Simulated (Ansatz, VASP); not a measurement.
# ZnO: VASP beside Ansatz

File INCAR:

```
SYSTEM = ZnO
  ALGO = Normal
  EDIFF = 1E-7
  ENCUT = 520
  GGA = PE
  ISIF = 2
  ISMEAR = -1
  LASPH = .True.
  LCHARG = .True.
  LELF = .True.
  LREAL = .False.
  LVHAR = .True.
  LWAVE = .False.
  NBANDS = 26
  NELM = 100
  PREC = Accurate
  SIGMA = 0.02
```

KPOINTS

```
k-points
0
Gamma
  12 12 6
  0 0 0
```

Contents of POSCAR:

```
ZnO
1.0
    3.2353408669      0.0000000000      0.0000000000
   -1.6176704335      2.8018873806      0.0000000000
    0.0000000000      0.0000000000      5.3151708682
Zn O
2 2
Direct
    0.3333333333      0.6666666667      0.0000493375
    0.6666666667      0.3333333333      0.5000493375
    0.3333333333      0.6666666667      0.3749506625
    0.6666666667      0.3333333333      0.8749506625
```

Input for Ansatz:

```yaml
crystal:
  lattice:
    - [3.2353408669, 0.0, 0.0]
    - [-1.6176704335, 2.8018873806, 0.0]
    - [0.0, 0.0, 5.3151708682]
  atoms:
    - { symbol: Zn, position: [0.3333333333, 0.6666666667, 4.93375e-05] }
    - { symbol: Zn, position: [0.6666666667, 0.3333333333, 0.5000493375] }
    - { symbol: O, position: [0.3333333333, 0.6666666667, 0.3749506625] }
    - { symbol: O, position: [0.6666666667, 0.3333333333, 0.8749506625] }
kpoints:
  mp_grid: { grid: [12, 12, 6] }
  band_path:
    path:
      - [0.0, 0.0, 0.0]
      - [0.5, 0.0, 0.0]
      - [0.3333333333, 0.3333333333, 0.0]
      - [0.0, 0.0, 0.5]
      - [0.5, 0.0, 0.5]
      - [0.3333333333, 0.3333333333, 0.5]
    npoints: 1
hamiltonian:
  xc: pbe
scf:
  occupations: { method: fermi_dirac, width: 0.02 }
  n_extra_bands: 5
output:
  forces: true
  stress: true
  eigenvalues: true
  write_density: true
  write_potential: true
  elf: true
  volumetric_format: npy
```

Change from the starting cell: uniaxial_z strain +2.0%.

Alike in both runs: task single point; functional PBE; k mesh 12 × 12 × 6; occupations fermi-dirac, width 0.02 eV; no spin polarisation.

|  | VASP | Ansatz |
| --- | --- | --- |
| version | VASP 6.6.1 | Ansatz 0.2.0 |
| potentials or method | VASP PAW PBE potentials, release 64 (Zn, O) | plane waves, PAW |
| plane-wave cutoff (eV) | 520 | 420 |
| valence electrons in the cell | 36 | 36 |

Ansatz gave:

| Quantity | Value |
| --- | --- |
| gap on the k mesh at the Fermi level (eV) | 0.75 |
| pressure (GPa) | 3.1 |
| traceless stress, the component that is largest in VASP (GPa) | -1.37 |
| rms of the force components (eV/Å) | 0.006 |

**Question.** Which values does VASP return?

**Answer.** gap on the k mesh at the Fermi level (eV): 0.74; pressure (GPa): 4.1; traceless stress, the component that is largest in VASP (GPa): -1.40; rms of the force components (eV/Å): 0.009.

Atom by atom the forces differ by 0.003 eV/Å (rms over components). The functional is the same, so the differences come from potentials, cutoffs and numerics.
